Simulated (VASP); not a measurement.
**Pd: single point with RPBE**

The system is Pd, in a box.

```
Pd
1.0
    15.00000    0.00000    0.00000
     0.00000   15.50000    0.00000
     0.00000    0.00000   16.00000
Pd
1
Direct
  0.50000 0.50000 0.50000
```

- Program: VASP 6.6.1
- Task: single point
- Functional: RPBE
- Potentials or basis: VASP PAW PBE potentials, release 64 (Pd)
- Cutoff: 400 eV
- k mesh: 1 × 1 × 1
- Occupations: gaussian, width 0.005 eV
- Spin: no spin polarisation

```
Gap between the frontier levels : 0.68 eV
```

Levels at points of the mesh, in eV from the valence-band top:
| k point | band 3 | band 4 | band 5 | band 6 | band 7 | band 8 |
| --- | --- | --- | --- | --- | --- | --- |
| (0.00, 0.00, 0.00) | 0.00 | 0.00 | 0.00 | 0.68 | 3.57 | 3.57 |

Wall time 2.5 min on 1 thread of AMD EPYC 7R13 Processor (Zen 3), with other jobs on the host, peak memory 1.4 GiB.
